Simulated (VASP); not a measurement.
# KC (C2/m) in VASP: single point with PBE

Aim: the single point of KC with PBE.

Program: VASP 6.6.1. These are calculated values, not measurements. Logs are shortened: lines on timing, memory, paths and dates and some standing lists are left out, and cuts for length are marked.

## 1. The cell of the first run

The typed cell holds 4 atoms: a = 5.339 Å, b = 5.339 Å, c = 4.799 Å, α = 116.67°, β = 116.67°, γ = 69.14°.

## 2. Single point, PBE

The input, INCAR:

```
PREC = Accurate ; ENCUT = 1300
EDIFF = 1E-6 ; ISMEAR = 0
SIGMA = 0.02 ; LREAL = False
LASPH = True ; NELM = 120
ALGO = Normal ; ISIF = 2
LWAVE = False ; LCHARG = False
GGA = PE ; NBANDS = 21
GGA_COMPAT = False
```

The input, KPOINTS:

```
Automatic mesh
0
Gamma
  6 6 6
```

The input, POSCAR:

```
KC
1.0
    4.3964746797     -3.0298327386     -0.0167682990
    4.3964746797      3.0298327386     -0.0167682990
   -2.6004866760      0.0000000000      4.0337289498
K C
2 2
Direct
    0.2512434019      0.2512434019      0.2510563612
    0.7487565981      0.7487565981      0.7489436388
    0.8955474981      0.1044525019      0.5000000000
    0.1044525019      0.8955474981      0.5000000000
```

Potentials or basis: VASP PAW PBE potentials, release 64 (K_sv, C_h).

Command:

```console
cat potpaw_PBE.64/K_sv/POTCAR potpaw_PBE.64/C_h/POTCAR > POTCAR
mpirun -np 1 vasp_std > vasp.out
```

OUTCAR:

```text
PREC = Accurate
   ENCUT = 1300
   EDIFF = 1E-6
   ISMEAR = 0
   LREAL = False
   LASPH = True
   NELM = 120
   ISIF = 2
   GGA = PE

 ion  position               nearest neighbor table
   1  0.251  0.251  0.251-   2 3.67   2 3.70
   2  0.749  0.749  0.749-   1 3.67   1 3.70
   3  0.896  0.104  0.500-   4 1.27
   4  0.104  0.896  0.500-   3 1.27

  LATTYP: Found a base centered monoclinic cell.
 ALAT       =     8.7930133140
 B/A-ratio  =     0.6891454909
 C/A-ratio  =     0.5458109430
 COS(beta)  =    -0.5450461420

  Lattice vectors:

 A1 = (   4.3964746797,  -3.0298327386,  -0.0167682990)
 A2 = (   4.3964746797,   3.0298327386,  -0.0167682990)
 A3 = (  -2.6004866760,   0.0000000000,   4.0337289498)

Analysis of symmetry for initial positions (statically):
=====================================================================
 Subroutine PRICEL returns:
 Original cell was already a primitive cell.

 Routine SETGRP: Setting up the symmetry group for a
 base centered monoclinic supercell.

 Subroutine GETGRP returns: Found  4 space group operations
 (whereof  4 operations were pure point group operations)
 out of a pool of  4 trial point group operations.

The static configuration has the point symmetry C_2h.

Analysis of symmetry for dynamics (positions and initial velocities):
=====================================================================
 Subroutine PRICEL returns:
 Original cell was already a primitive cell.

 Routine SETGRP: Setting up the symmetry group for a
 base centered monoclinic supercell.

 Subroutine GETGRP returns: Found  4 space group operations
 (whereof  4 operations were pure point group operations)
 out of a pool of  4 trial point group operations.

The dynamic configuration has the point symmetry C_2h.

 Subroutine INISYM returns: Found  4 space group operations
 (whereof  4 operations are pure point group operations),
 and found     1 'primitive' translations

----------------------------------------------------------------------------------------

                                     Primitive cell

  volume of cell :     107.1990

  direct lattice vectors                    reciprocal lattice vectors
[... 85 lines left out ...]
   ISPIN  =      1    spin polarized calculation?
   LNONCOLLINEAR =      F non collinear calculations
   LSORBIT =      F    spin-orbit coupling
   LASPH  =      T    aspherical Exc in radial PAW
   ENCUT  = 1300.0 eV  95.55 Ry    9.77 a.u.  15.70 15.70 14.11*2*pi/ulx,y,z
   NELM   =    120;   NELMIN=  2; NELMDL= -5     # of ELM steps
   EDIFF  = 0.1E-05   stopping-criterion for ELM
   LREAL  =      F    real-space projection
   EDIFFG = 0.1E-04   stopping-criterion for IOM
   NSW    =      0    number of steps for IOM
   IBRION =     -1    ionic relax: 0-MD 1-quasi-New 2-CG
   NFREE  =      0    steps in history (QN), initial steepest desc. (CG)
   ISIF   =      2    stress and relaxation
   ISYM   =      2    0-nonsym 1-usesym 2-fastsym
   POTIM  = 0.5000    time-step for ionic-motion
   TEBEG  =    0.0;   TEEND  =   0.0 temperature during run
   PSTRESS=    0.0 pullay stress
   NELECT =      26.0000    total number of electrons
   NUPDOWN=      -1.0000    fix difference up-down
   EMIN   =  10.00;   EMAX   =-10.00  energy-range for DOS
   EFERMI =   0.00;   METHOD = LEGACY
   ISMEAR =     0;   SIGMA  =   0.02  broadening in eV -4-tet -1-fermi 0-gaus
   EFERMI_NEDOS =   21; number of points for ismear=-14 and -15
   IALGO  =     38    algorithm
   IMIX   =      4    mixing-type and parameters
     AMIX     =   0.40;   BMIX     =  1.00
     AMIX_MAG =   1.60;   BMIX_MAG =  1.00
  volume/ion in A,a.u.               =      26.80       180.85
  Fermi-wavevector in a.u.,A,eV,Ry     =   1.020945  1.929306 14.181744  1.042329
  Thomas-Fermi vector in A             =   2.154543
   LORBIT       =      0    0 simple, 1 ext, 2 COOP (PROOUT), +10 PAW based schemes
   GGA     = PE    functional components
   LHFCALC =     F    Hartree Fock is set to
   AEXX    =    0.0000 exact exchange contribution
   IVDW    =     0    specifies the selected vdW correction
   LEPSILON=     F    determine dielectric tensor
   LRPA    =     F    only Hartree local field effects (RPA)
 non-spin polarized calculation
 Gauss-broadening in eV      SIGMA  =   0.02
  energy-cutoff  :     1300.00
  volume of cell :      107.20
 maximum number of plane-waves:     11438
   NGX = 31   NGY = 31   NGZ = 29

 number of electron      26.0000000 magnetization

 Free energy of the ion-electron system (eV)
  ---------------------------------------------------
  ext. energy  EPLUGINS =         0.00000000
  ---------------------------------------------------
  free energy    TOTEN  =       -19.61217124 eV

  energy without entropy =      -19.61217124  energy(sigma->0) =      -19.61217124

 E-fermi :  -0.6938     XC(G=0):  -7.2217

 val. band max:       -0.8714919296   @ k =  -0.3333   0.1667   0.5000
 cond. band min:       2.4218917304   @ k =   0.5000  -0.0000   0.5000
 fundamental gap:      3.2933836600
 Fermi energy:        -0.6938327720

 k-point     1 :       0.0000    0.0000    0.0000
  band No.  band energies     occupation
      1     -29.9607      2.00000
      2     -29.8986      2.00000
      3     -13.6040      2.00000
      4     -13.5627      2.00000
      5     -13.4811      2.00000
      6     -13.3888      2.00000
[... 565 lines left out ...]
     20       7.3746      0.00000
     21       7.7844      0.00000

 [... further k-points ...]

------------------------ aborting loop because EDIFF is reached ----------------------------------------

  FORCE on cell =-STRESS in cart. coord.  units (eV):
  Direction    XX          YY          ZZ          XY          YZ          ZX
  --------------------------------------------------------------------------------------
  -------------------------------------------------------------------------------------
  Total        0.0377042     -0.0065464      0.0301250      0.0000000      0.0000000     -0.0007522
  in kB        0.5635208     -0.0978410      0.4502423      0.0000000      0.0000000     -0.0112427
  external PRESSURE =       0.3053074 kB  Pullay stress =       0.0000000 kB

 VOLUME and BASIS-vectors are now :
 -----------------------------------------------------------------------------
  energy-cutoff  :     1300.00
  volume of cell :      107.20
      direct lattice vectors                 reciprocal lattice vectors
     4.396474680 -3.029832739 -0.016768299     0.114007811 -0.165025611  0.073499186
     4.396474680  3.029832739 -0.016768299     0.114007811  0.165025611  0.073499186
    -2.600486676  0.000000000  4.033728950     0.000947866  0.000000000  0.248520643

 POSITION                                       TOTAL-FORCE (eV/Angst)
 -----------------------------------------------------------------------------------
      1.55630      0.00000      1.00427        -0.000132      0.000000      0.000170
      4.63616      0.00000      2.99592         0.000132      0.000000     -0.000170
      3.09623     -2.39689      2.00010         0.000000     -0.021177      0.000000
      3.09623      2.39689      2.00010         0.000000      0.021177     -0.000000
 -----------------------------------------------------------------------------------
    total drift:                               -0.000000      0.000000      0.000000

  FREE ENERGIE OF THE ION-ELECTRON SYSTEM (eV)
  ---------------------------------------------------
  free  energy   TOTEN  =       -19.6121712440 eV

  energy  without entropy=      -19.6121712440  energy(sigma->0) =      -19.61217124
```

It took 7.1 min on 1 thread of AMD EPYC 9R45 (Zen 5), shared host; peak memory 0.81 GiB.

Results:

* Free energy: -19.6122 eV
* Pressure: 0.0 GPa
* Largest force: 0.021 eV/Å
* Band gap on the k mesh: 3.29 eV

Forces on the atoms (eV/Å):
```
K    0.000  0.000  0.000
K    0.000  0.000  0.000
C    0.000 -0.021  0.000
C    0.000  0.021  0.000
```

A k mesh can miss the band edges.
